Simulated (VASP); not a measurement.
The system is YMo3.

```
CELL_PARAMETERS angstrom
5.91456 0.00000 0.00000
-2.95728 5.12216 0.00000
0.00000 0.00000 4.74735
ATOMIC_POSITIONS crystal
Y 0.33333 0.66667 0.25000
Y 0.66667 0.33333 0.75000
Mo 0.83300 0.66600 0.25000
Mo 0.16700 0.83300 0.75000
Mo 0.33400 0.16700 0.25000
Mo 0.16700 0.33400 0.75000
Mo 0.83300 0.16700 0.25000
Mo 0.66600 0.83300 0.75000
```

| Quantity | Value |
| --- | --- |
| Program | VASP 6.6.1 |
| Task | relaxation of cell and atoms |
| Functional | PBE |
| Potentials or basis | VASP PAW PBE potentials, release 64 (Y_sv, Mo_sv) |
| Cutoff | 600 eV |
| k mesh | 3 × 3 × 4 |
| Occupations | gaussian, width 0.1 eV |
| Spin | no spin polarisation |

At the start: pressure 4.4 GPa; volume 17.98 Å³/atom.

**Question.** How do energy, volume and symmetry change on relaxing?

**Answer.** Over 31 steps the energy falls by 370.7 meV/atom and the volume is 20.62 Å³/atom (+14.7 %); space group P6_3/mmc (No. 194, to 0.1 Å) before and after.

Step by step:
```csv
step,energy change (eV),largest force (eV/Å),pressure (GPa),volume (Å³)
1,0.0000,1.2920,4.36,143.82
2,-0.5063,1.1780,-5.16,154.18
3,-0.5273,1.1953,-6.86,156.74
4,-0.8747,0.9520,-4.33,155.41
5,-1.0639,0.2058,0.37,153.60
6,-1.0641,0.2525,0.10,153.68
7,-1.1167,0.2483,0.62,153.69
8,-1.2798,0.1259,2.19,153.64
9,-1.6990,0.5628,6.40,153.18
10,-1.7864,2.8343,19.97,150.68
11,-2.0849,1.2292,10.99,152.34
12,-2.0883,1.9268,15.05,151.60
13,-2.1229,1.6618,13.51,151.87
14,-2.1295,1.6745,13.55,151.93
15,-2.1475,1.7133,13.65,152.10
16,-2.1750,1.7989,13.89,152.43
17,-2.1992,1.9968,14.43,153.07
18,-2.2378,1.9363,13.94,153.41
19,-2.3463,1.7579,12.54,154.40
20,-2.5327,1.4184,9.84,156.41
21,-2.7902,0.8045,4.93,160.47
22,-2.9006,0.2047,-3.13,168.75
23,-2.9191,0.0352,-1.17,166.54
24,-2.9191,0.0672,-0.95,166.26
25,-2.9242,0.0640,-0.89,166.17
26,-2.9378,0.0538,-0.68,165.90
27,-2.9573,0.0324,-0.21,165.33
28,-2.9588,0.0188,0.90,164.17
29,-2.9650,0.0090,0.30,164.76
30,-2.9651,0.0059,0.37,164.70
31,-2.9656,0.0245,0.11,164.99
```

Final structure:
```yaml
crystal:
  lattice:
    - [6.66336, 0.00000, 0.00000]
    - [-3.33168, 5.77064, 0.00000]
    - [0.00000, 0.00000, 4.29073]
  atoms:
    - { symbol: Y, position: [0.33333, 0.66667, 0.25000] }
    - { symbol: Y, position: [0.66667, 0.33333, 0.75000] }
    - { symbol: Mo, position: [0.86520, 0.73040, 0.25000] }
    - { symbol: Mo, position: [0.13480, 0.86520, 0.75000] }
    - { symbol: Mo, position: [0.26960, 0.13480, 0.25000] }
    - { symbol: Mo, position: [0.13480, 0.26960, 0.75000] }
    - { symbol: Mo, position: [0.86520, 0.13480, 0.25000] }
    - { symbol: Mo, position: [0.73040, 0.86520, 0.75000] }
```

Caveat: the k points lie up to 0.37 Å⁻¹ apart in the final cell, too coarse for converged energies and pressures of a metal.
